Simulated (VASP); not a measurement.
Input of a VASP 6.6.1 run:

The input INCAR:

```
SYSTEM = SnS2
PREC     = Accurate       ! precision mode
ENCUT    = 400            ! plane-wave cutoff, eV
EDIFF    = 1E-6           ! SCF threshold, eV
ISMEAR   = 0              ! smearing method
SIGMA    = 0.03           ! smearing width, eV
LREAL    = .FALSE.        ! projectors in reciprocal space
LASPH    = .TRUE.         ! aspherical terms in the spheres
NELM     = 120            ! most SCF steps
ALGO     = Normal         ! electronic algorithm
ISIF     = 2              ! what is computed and relaxed
LWAVE    = .FALSE.        ! write WAVECAR
LCHARG   = .TRUE.         ! write CHGCAR
LDIPOL   = .TRUE.       
IDIPOL   = 3            
DIPOL    = 0.5 0.5 0.285
GGA      = PE             ! functional
IVDW     = 12             ! dispersion correction
LELF     = .TRUE.         ! ELF
LVHAR    = .TRUE.       
LVACPOTAV= .TRUE.       
NBANDS   = 20             ! bands
GGA_COMPAT= .FALSE.      
NELMDL   = -8
```

KPOINTS

```
Automatic mesh
0
G
  12 12 1
  0 0 0
```

The input POSCAR:

```
SnS2
1.0
    3.6644075864      0.0000000000      0.0000000000
   -1.8322037932      3.1734700596      0.0000000000
    0.0000000000      0.0000000000     29.7199999971
S Sn
2 1
Direct
    0.3333333333      0.6666666667      0.2353908623
    0.6666666667      0.3333333333      0.3352686263
    0.0000000000      0.0000000000      0.2853297443
```

Potentials or basis: VASP PAW PBE potentials, release 64 (S, Sn_d).

Launch:

```bash
$ cat potpaw_PBE.64/S/POTCAR potpaw_PBE.64/Sn_d/POTCAR > POTCAR
$ mpirun -np 1 vasp_std > vasp.out
```

Question: Estimate the largest force.

Answer: 0.005 eV/Å.

Question: Estimate the band gap on the k mesh.

Answer: 1.57 eV, indirect (least direct gap 1.83 eV).

Question: Predict the dispersion energy per atom.

Answer: -0.232 eV.

Forces on the atoms (eV/Å):
```
S    0.000  0.000  0.005
S    0.000  0.000 -0.005
Sn   0.000  0.000  0.000
```

Caveat: spin-orbit coupling is left out, which moves the levels of the heavy elements.
